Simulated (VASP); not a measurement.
Set up this calculation in VASP 6.6.1, as the native input.

- Task: single point
- Functional: PBE
- Potentials or basis: VASP PAW PBE potentials, release 64 (Rb_sv, Sc_sv, Pt, C, N)
- Cutoff: 520 eV
- k mesh: 4 × 4 × 4
- Occupations: gaussian, width 0.1 eV
- Spin: collinear spin
- Starting moments: [0.0, 0.0, 1.0, 0.0, 0.0, 0.0, 0.0, 0.0, 0.0, 0.0, 0.0, 0.0, 0.0, 0.0, 0.0] μB
- Dipole correction: no
- Further INCAR settings: LREAL = Auto; ALGO = Normal; EDIFF = 1e-06; NBANDS = 59

The structure of RbScPtC6N6 lies in POSCAR:

```
RbScPtC6N6
1.0
    0.0000000000      5.4707171294      5.4707171294
    5.4707171294      0.0000000000      5.4707171294
    5.4707171294      5.4707171294      0.0000000000
Rb Sc Pt C N
1 1 1 6 6
Direct
    0.2500000000      0.2500000000      0.2500000000
    0.5000000000      0.5000000000      0.5000000000
    0.0000000000      0.0000000000      0.0000000000
    0.8103950809      0.1896049191      0.1896049191
    0.8103950809      0.1896049191      0.8103950809
    0.8103950809      0.8103950809      0.1896049191
    0.1896049191      0.8103950809      0.8103950809
    0.1896049191      0.8103950809      0.1896049191
    0.1896049191      0.1896049191      0.8103950809
    0.7031027621      0.2968972379      0.2968972379
    0.7031027621      0.2968972379      0.7031027621
    0.7031027621      0.7031027621      0.2968972379
    0.2968972379      0.7031027621      0.7031027621
    0.2968972379      0.7031027621      0.2968972379
    0.2968972379      0.2968972379      0.7031027621
```

These files were run (other wordings do the same):

INCAR

```
ALGO = Normal ; EDIFF = 1E-6
ENCUT = 520 ; GGA = PE
ISIF = 2 ; ISMEAR = 0
ISPIN = 2 ; LASPH = T
LCHARG = F ; LMAXMIX = 4
LORBIT = 11 ; LREAL = Auto
LWAVE = F ; MAGMOM = 0 0 1 0 0 0 0 0 0 0 0 0 0 0 0
NBANDS = 59 ; NELM = 150
PREC = Accurate ; SIGMA = 0.1
```

KPOINTS

```
k-points
0
Gamma
  4 4 4
```

Potentials or basis: VASP PAW PBE potentials, release 64 (Rb_sv, Sc_sv, Pt, C, N).

Command:

```console
$ cat potpaw_PBE.64/Rb_sv/POTCAR potpaw_PBE.64/Sc_sv/POTCAR potpaw_PBE.64/Pt/POTCAR potpaw_PBE.64/C/POTCAR potpaw_PBE.64/N/POTCAR > POTCAR
$ mpirun -np 1 vasp_std > vasp.out
```

It gave:

```
Pressure                                              : 0.7 GPa
Largest force                                         : 0.249 eV/Å
Band gap on the k mesh                                : zero (filled and empty bands overlap)
Net moment                                            : 2.00 μB per cell
Site moments                                          : Rb +0.00; Sc +0.49; Pt +0.37; C +0.09; N -0.01 μB
Valence electrons inside the program's atomic spheres : Rb 7.29; Sc 9.41; Pt 9.71; C 2.58; N 3.88
```

Caveat: spin-orbit coupling is left out, which moves the levels of the heavy elements.

Run time: 8.4 min on 1 thread of Intel(R) Xeon(R) 6975P-C (Granite Rapids) (shared host), peak memory 0.77 GiB.
